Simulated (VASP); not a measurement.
# Si6HF in VASP: single point with PBE+D3(BJ)

Aim: the single point of Si6HF with PBE+D3(BJ).

Everything below comes from runs of VASP 6.6.1. Logs are shortened: lines on timing, memory, paths and dates and some standing lists are left out, and cuts for length are marked.

**1. The cell of the first run**

The cell holds a slab with vacuum, 32 atoms: a = 7.667 Å, b = 7.667 Å, c = 25.663 Å, α = 90.00°, β = 90.00°, γ = 90.00°.

**2. Single point, PBE+D3(BJ)**

File INCAR:

```
  PREC = Accurate
  ENCUT = 520
  EDIFF = 1E-7
  ISMEAR = 0
  SIGMA = 0.05
  LREAL = Auto
  LASPH = T
  NELM = 100
  ALGO = Normal
  ISIF = 2
  LWAVE = F
  LCHARG = F
  LDIPOL = T
  IDIPOL = 3
  DIPOL = 0.5 0.5 0.501
  GGA = PE
  IVDW = 12
  NBANDS = 86
```

File KPOINTS:

```
regular mesh
0
Gamma
  2 2 1
```

File POSCAR:

```
Si6HF
1.0
    7.6671877214      0.0000000000      0.0000000000
    0.0000000000      7.6671877214      0.0000000000
    0.0000000000      0.0000000000     25.6627005380
Si H F
24 4 4
Direct
    0.4065111021      0.2500000000      0.3703429413
    0.4065111021      0.7500000000      0.3703429413
    0.0934888979      0.2500000000      0.3703429413
    0.0934888979      0.7500000000      0.3703429413
    0.5000000000      0.5000000000      0.4231581198
    0.5000000000      0.0000000000      0.4231581198
    0.0000000000      0.5000000000      0.4231581198
    0.0000000000      0.0000000000      0.4231581198
    0.7500000000      0.5000000000      0.4759732982
    0.7500000000      0.0000000000      0.4759732982
    0.2500000000      0.5000000000      0.4759732982
    0.2500000000      0.0000000000      0.4759732982
    0.7500000000      0.7500000000      0.5261154997
    0.7500000000      0.2500000000      0.5261154997
    0.2500000000      0.7500000000      0.5313427928
    0.2500000000      0.2500000000      0.5313427928
   -0.0090619625      0.7500000000      0.5819969133
   -0.0090619625      0.2500000000      0.5819969133
    0.5090619625      0.7500000000      0.5819969133
    0.5090619625      0.2500000000      0.5819969133
    0.9074288618      0.0000000000      0.6289682493
    0.9074288618      0.5000000000      0.6289682493
    0.5925711382      0.0000000000      0.6289682493
    0.5925711382      0.5000000000      0.6289682493
    0.9759243309      0.0000000000      0.6838294049
    0.9759243309      0.5000000000      0.6838294049
    0.5240756691      0.0000000000      0.6838294049
    0.5240756691      0.5000000000      0.6838294049
    0.4819208083      0.2500000000      0.3115458881
    0.4819208083      0.7500000000      0.3115458881
    0.0180791917      0.2500000000      0.3115458881
    0.0180791917      0.7500000000      0.3115458881
```

Potentials or basis: VASP PAW PBE potentials, release 64 (Si, H, F).

The run is started by

```
cat potpaw_PBE.64/Si/POTCAR potpaw_PBE.64/H/POTCAR potpaw_PBE.64/F/POTCAR > POTCAR
mpirun -np 1 vasp_std > vasp.out
```

OUTCAR:

```text
PREC = Accurate
   ENCUT = 520
   EDIFF = 1E-7
   ISMEAR = 0
   LREAL = Auto
   LASPH = T
   NELM = 100
   ISIF = 2
   GGA = PE
   IVDW = 12
 IVDW          = 12

 ion  position               nearest neighbor table
   1  0.407  0.250  0.370-  29 1.62   3 2.40   6 2.45   5 2.45
   2  0.407  0.750  0.370-  30 1.62   4 2.40   6 2.45   5 2.45
   3  0.093  0.250  0.370-  31 1.62   1 2.40   8 2.45   7 2.45
   4  0.093  0.750  0.370-  32 1.62   2 2.40   8 2.45   7 2.45
   5  0.500  0.500  0.423-   9 2.35  11 2.35   1 2.45   2 2.45
   6  0.500  0.000  0.423-  10 2.35  12 2.35   1 2.45   2 2.45
[... 16 lines left out ...]
  23  0.593  0.000  0.629-  27 1.50  20 2.35  19 2.35  21 2.41
  24  0.593  0.500  0.629-  28 1.50  20 2.35  19 2.35  22 2.41
  25  0.976  0.000  0.684-  21 1.50
  26  0.976  0.500  0.684-  22 1.50
  27  0.524  0.000  0.684-  23 1.50
  28  0.524  0.500  0.684-  24 1.50
  29  0.482  0.250  0.312-   1 1.62
  30  0.482  0.750  0.312-   2 1.62
  31  0.018  0.250  0.312-   3 1.62
  32  0.018  0.750  0.312-   4 1.62

  LATTYP: Found a simple tetragonal cell.
 ALAT       =     7.6671877214
 C/A-ratio  =     3.3470812859

  Lattice vectors:

 A1 = (   7.6671877214,   0.0000000000,   0.0000000000)
 A2 = (   0.0000000000,   7.6671877214,   0.0000000000)
 A3 = (   0.0000000000,   0.0000000000,  25.6627005380)

Analysis of symmetry for initial positions (statically):
=====================================================================
 Subroutine PRICEL returns following result:

  LATTYP: Found a simple orthorhombic cell.
 ALAT       =     3.8335938607
 B/A-ratio  =     2.0000000000
 C/A-ratio  =     6.6941625719

  Lattice vectors:

 A1 = (   0.0000000000,  -3.8335938607,   0.0000000000)
 A2 = (   7.6671877214,   0.0000000000,   0.0000000000)
 A3 = (   0.0000000000,   0.0000000000,  25.6627005380)

   2 primitive cells build up your supercell.

 Routine SETGRP: Setting up the symmetry group for a
 simple tetragonal supercell.

 Subroutine GETGRP returns: Found  4 space group operations
 (whereof  2 operations were pure point group operations)
 out of a pool of 16 trial point group operations.

The static configuration has the point symmetry C_1h.
 The point group associated with its full space group is C_2v.

Analysis of symmetry for dynamics (positions and initial velocities):
[... 137 lines left out ...]
   ISIF   =      2    stress and relaxation
   ISYM   =      2    0-nonsym 1-usesym 2-fastsym
   POTIM  = 0.5000    time-step for ionic-motion
   TEBEG  =    0.0;   TEEND  =   0.0 temperature during run
   PSTRESS=    0.0 pullay stress
   NELECT =     128.0000    total number of electrons
   NUPDOWN=      -1.0000    fix difference up-down
   EMIN   =  10.00;   EMAX   =-10.00  energy-range for DOS
   EFERMI =   0.00;   METHOD = LEGACY
   ISMEAR =     0;   SIGMA  =   0.05  broadening in eV -4-tet -1-fermi 0-gaus
   EFERMI_NEDOS =   21; number of points for ismear=-14 and -15
   IALGO  =     38    algorithm
   IMIX   =      4    mixing-type and parameters
     AMIX     =   0.40;   BMIX     =  1.00
     AMIX_MAG =   1.60;   BMIX_MAG =  1.00
  volume/ion in A,a.u.               =      47.14       318.14
  Fermi-wavevector in a.u.,A,eV,Ry     =   0.719372  1.359415  7.040954  0.517496
  Thomas-Fermi vector in A             =   1.808550
   LORBIT       =      0    0 simple, 1 ext, 2 COOP (PROOUT), +10 PAW based schemes
   GGA     = PE    functional components
   LHFCALC =     F    Hartree Fock is set to
   AEXX    =    0.0000 exact exchange contribution
   IVDW    =    12    specifies the selected vdW correction
   LEPSILON=     F    determine dielectric tensor
   LRPA    =     F    only Hartree local field effects (RPA)
 non-spin polarized calculation
 Gauss-broadening in eV      SIGMA  =   0.05
  energy-cutoff  :      520.00
  volume of cell :     1508.60
 maximum number of plane-waves:     40687
 NGX is ok and might be reduce to    60
   NGX = 29   NGY = 29   NGZ = 95

 number of electron     128.0000051 magnetization

 dipolmoment           0.000000      0.000000     -0.531704 electrons x Angstroem

 Free energy of the ion-electron system (eV)
  ---------------------------------------------------
  ext. energy  EPLUGINS =         0.00000000
  ---------------------------------------------------
  free energy    TOTEN  =      -162.12290368 eV

  energy without entropy =     -162.12290368  energy(sigma->0) =     -162.12290368

 E-fermi :  -1.2839     XC(G=0):  -3.9006

 val. band max:       -1.5241110308   @ k =   0.5000   0.0000   0.0000
 cond. band min:      -0.7880281048   @ k =   0.0000   0.0000   0.0000
 fundamental gap:      0.7360829261
 Fermi energy:        -1.2838961144

 k-point     1 :       0.0000    0.0000    0.0000
  band No.  band energies     occupation
      1     -26.2926      2.00000
      2     -26.2805      2.00000
      3     -26.2656      2.00000
      4     -26.2544      2.00000
      5     -13.2969      2.00000
      6     -12.3811      2.00000
[... 305 lines left out ...]
     75       1.5603      0.00000
     76       1.5603      0.00000
 [bands above 76 left out]

------------------------ aborting loop because EDIFF is reached ----------------------------------------

 vacuum level on the upper side and lower side of the slab       (xc-potential included)        -0.857         0.742

 Edisp (eV)   -5.99395

 E8    (eV) :    -2.5196

  FORCE on cell =-STRESS in cart. coord.  units (eV):
  Direction    XX          YY          ZZ          XY          YZ          ZX
  --------------------------------------------------------------------------------------
  -------------------------------------------------------------------------------------
  Total      -6.61578    -2.22094    -5.93157     0.00000     0.00000     0.00000
  in kB      -7.02615    -2.35870    -6.29949     0.00000     0.00000     0.00000
  external pressure =       -5.23 kB  Pullay stress =        0.00 kB

 VOLUME and BASIS-vectors are now :
 -----------------------------------------------------------------------------
  energy-cutoff  :      520.00
  volume of cell :     1508.60
      direct lattice vectors                 reciprocal lattice vectors
     7.667187721  0.000000000  0.000000000     0.130425918  0.000000000  0.000000000
     0.000000000  7.667187721  0.000000000     0.000000000  0.130425918  0.000000000
     0.000000000  0.000000000 25.662700538     0.000000000  0.000000000  0.038967060

 POSITION                                       TOTAL-FORCE (eV/Angst)
 -----------------------------------------------------------------------------------
      3.11680      1.91680      9.50400         0.620154     -0.000000      1.357393
      3.11680      5.75039      9.50400         0.620154     -0.000000      1.357393
      0.71680      1.91680      9.50400        -0.620154     -0.000000      1.357393
      0.71680      5.75039      9.50400        -0.620154     -0.000000      1.357393
      3.83359      3.83359     10.85938        -0.827377     -0.000000     -1.114214
      3.83359      0.00000     10.85938        -0.827377     -0.000000     -1.114214
[... 24 lines left out ...]
      0.13862      1.91680      7.99511        -0.089210      0.000000     -0.188940
      0.13862      5.75039      7.99511        -0.089210      0.000000     -0.188940
 -----------------------------------------------------------------------------------
    total drift:                               -0.000000     -0.000000     -0.046237

  FREE ENERGIE OF THE ION-ELECTRON SYSTEM (eV)
  ---------------------------------------------------
  free  energy   TOTEN  =      -168.1168551192 eV

  energy  without entropy=     -168.1168551192  energy(sigma->0) =     -168.11685512

 vacuum level on the upper side and lower side of the slab         2.958         4.594
```

Run time: 17 min. Hardware: 1 thread of AMD EPYC 9R45 (Zen 5), shared host; peak memory 1.4 GiB.

What came out:

* Free energy: -168.1169 eV
* Largest force: 1.492 eV/Å
* Band gap on the k mesh: 0.74 eV
* Dispersion energy per atom: -0.187 eV

Forces in eV/Å, atoms in the order of the input:
```
Si   0.620  0.000  1.357
Si   0.620  0.000  1.357
Si  -0.620  0.000  1.357
Si  -0.620  0.000  1.357
Si  -0.827  0.000 -1.114
Si  -0.827  0.000 -1.114
Si   0.827  0.000 -1.114
Si   0.827  0.000 -1.114
Si   0.000  0.000 -0.916
Si   0.000  0.000 -0.916
Si   0.000  0.000  0.811
Si   0.000  0.000  0.811
Si   0.000  0.000 -0.001
Si   0.000  0.000 -0.001
Si   0.000  0.000  0.003
Si   0.000  0.000  0.003
Si   0.001  0.000 -0.001
Si   0.001  0.000 -0.001
Si  -0.001  0.000 -0.001
Si  -0.001  0.000 -0.001
Si   0.001  0.000  0.008
Si   0.001  0.000  0.008
Si  -0.001  0.000  0.008
Si  -0.001  0.000  0.008
H   -0.005  0.000 -0.009
H   -0.005  0.000 -0.009
H    0.005  0.000 -0.009
H    0.005  0.000 -0.009
F    0.089  0.000 -0.189
F    0.089  0.000 -0.189
F   -0.089  0.000 -0.189
F   -0.089  0.000 -0.189
```
